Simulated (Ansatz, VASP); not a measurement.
Two plane-wave programs on AgCl

The input INCAR:

```
PREC = Accurate
ENCUT = 520
EDIFF = 1E-7
ISMEAR = 0
SIGMA = 0.05
LREAL = False
LASPH = True
NELM = 100
ALGO = Normal
ISIF = 2
LWAVE = False
LCHARG = False
GGA = PE
NBANDS = 16
```

KPOINTS

```
regular mesh
0
Gamma
  8 8 8
```

File POSCAR:

```
AgCl
1.0
    0.0000000000      2.8060228508      2.8060228508
    2.8060228508      0.0000000000      2.8060228508
    2.8060228508      2.8060228508      0.0000000000
Ag Cl
1 1
Direct
    0.4625801134      0.5374198866      0.5374198866
    0.1138622231     -0.1138622231     -0.1138622231
```

Input for Ansatz:

```yaml
crystal:
  lattice:
    - [0.0, 2.8060228508, 2.8060228508]
    - [2.8060228508, 0.0, 2.8060228508]
    - [2.8060228508, 2.8060228508, 0.0]
  atoms:
    - { symbol: Ag, position: [0.4625801134, 0.5374198866, 0.5374198866] }
    - { symbol: Cl, position: [0.1138622231, -0.1138622231, -0.1138622231] }
basis:
  ecutwfc: 420
kpoints:
  mp_grid: { grid: [8, 8, 8] }
hamiltonian:
  xc: pbe
scf:
  occupations: { method: gaussian, width: 0.05 }
output:
  forces: true
  stress: true
  eigenvalues: true
```

Change from the starting cell: mode 4 frozen in at -0.639 Å and mode 5 at +0.000 Å (largest displacements).

Alike in both runs: task single point; functional PBE; k mesh 8 × 8 × 8; occupations gaussian, width 0.05 eV; no spin polarisation.

|  | VASP | Ansatz |
| --- | --- | --- |
| version | VASP 6.6.1 | Ansatz 0.2.0 |
| potentials or method | VASP PAW PBE potentials, release 64 (Ag, Cl), cutoff 520 eV | scalar-relativistic, plane waves, PAW |
| valence electrons in the cell | 18 | 26 |

Ansatz gave:

* gap on the k mesh at the Fermi level (eV): 1.37
* least direct gap on the mesh (eV): 1.76
* pressure (GPa): 22.1
* traceless stress, the component that is largest in VASP (GPa): 42.51
* rms of the force components (eV/Å): 5.027

Task: Estimate VASP's values.

Result: gap on the k mesh at the Fermi level (eV): 1.37; least direct gap on the mesh (eV): 1.77; pressure (GPa): 21.8; traceless stress, the component that is largest in VASP (GPa): 41.98; rms of the force components (eV/Å): 4.961.

Atom by atom the forces differ by 0.065 eV/Å (rms over components). With one functional, cell and mesh, what is left measures potentials, basis and numerics. VASP's potentials hold 18 valence electrons a cell and Ansatz's 26, so a difference there can come from the potentials and not from the codes.
